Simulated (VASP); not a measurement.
## TiPbO3: single point with pbe exchange, lda correlation

TiPbO3:

```
Ti Pb O
1.0
     3.96390    0.00000    0.00000
     0.00000    3.96390    0.00000
     0.00000    0.00000    3.96390
Ti Pb O
1 1 3
Direct
  0.50000 0.50000 0.50000
  0.00000 0.00000 0.00000
  0.00000 0.50000 0.50000
  0.50000 0.00000 0.50000
  0.50000 0.50000 0.00000
```

```
Program                : VASP 6.6.1
Task                   : single point
Functional             : pbe exchange, lda correlation
Potentials or basis    : VASP PAW PBE potentials, release 64 (Ti_sv, Pb_d, O)
Cutoff                 : 600 eV
k mesh                 : 7 × 7 × 7
Occupations            : gaussian, width 0.01 eV
Spin                   : no spin polarisation
Dipole correction      : no
Further INCAR settings : ALGO = Normal; EDIFF = 1e-06; NBANDS = 30
```

```json
{
  "Pressure": "10.3 GPa",
  "Band gap on the k mesh": "1.90 eV (least direct gap 1.91 eV)"
}
```

Levels at points of the mesh, in eV from the valence-band top:
| k point | band 19 | band 20 | band 21 | band 22 | band 23 | band 24 | band 25 | band 26 |
| --- | --- | --- | --- | --- | --- | --- | --- | --- |
| (0.00, 0.00, 0.00) | -1.16 | -0.71 | -0.71 | -0.71 | 1.90 | 1.90 | 1.90 | 3.84 |

Run time: 42 s on 1 thread of Intel Xeon 8259CL, on a shared host, peak memory 0.2 GiB.

Caveat: the cell stands under pressure; the PAW data sets were made with another functional, which shifts forces and pressure a little; spin-orbit coupling is left out, which moves the levels of the heavy elements; an odd mesh through Γ misses points on the zone boundary, where band edges can lie.
